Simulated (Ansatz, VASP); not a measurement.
# Co: VASP beside Ansatz

```
CELL_PARAMETERS angstrom
2.34715 0.00000 0.00000
-1.17358 2.03269 0.00000
0.00000 0.00000 23.80000
ATOMIC_POSITIONS crystal
Co 0.00000 0.00000 0.29412
```

Alike in both runs: task relaxation of the atoms; functional PBE; k mesh 13 × 13 × 1; occupations fermi-dirac, width 0.05 eV; collinear spin.

|  | VASP | Ansatz |
| --- | --- | --- |
| version | VASP 6.6.1 | Ansatz 0.2.0 |
| potentials or method | VASP PAW PBE potentials, release 64 (Co), cutoff 520 eV | all-electron LAPW, scalar-relativistic |

Ansatz gave:

| Quantity | Value |
| --- | --- |
| net moment per atom (μB) | 1.72 |
| size of the moment on the site where the two differ most (μB) | 1.82 |

Estimate VASP's values.

net moment per atom (μB): 1.72; size of the moment on the site where the two differ most (μB): 1.77.

Site moments also hang on the region over which each program counts them. Ansatz ran all-electron here, and VASP with PAW potentials.

Noted on VASP's run: the relaxation stopped at its first step, so nothing moved. Noted on Ansatz's run: the relaxation stopped at its first step, so nothing moved.
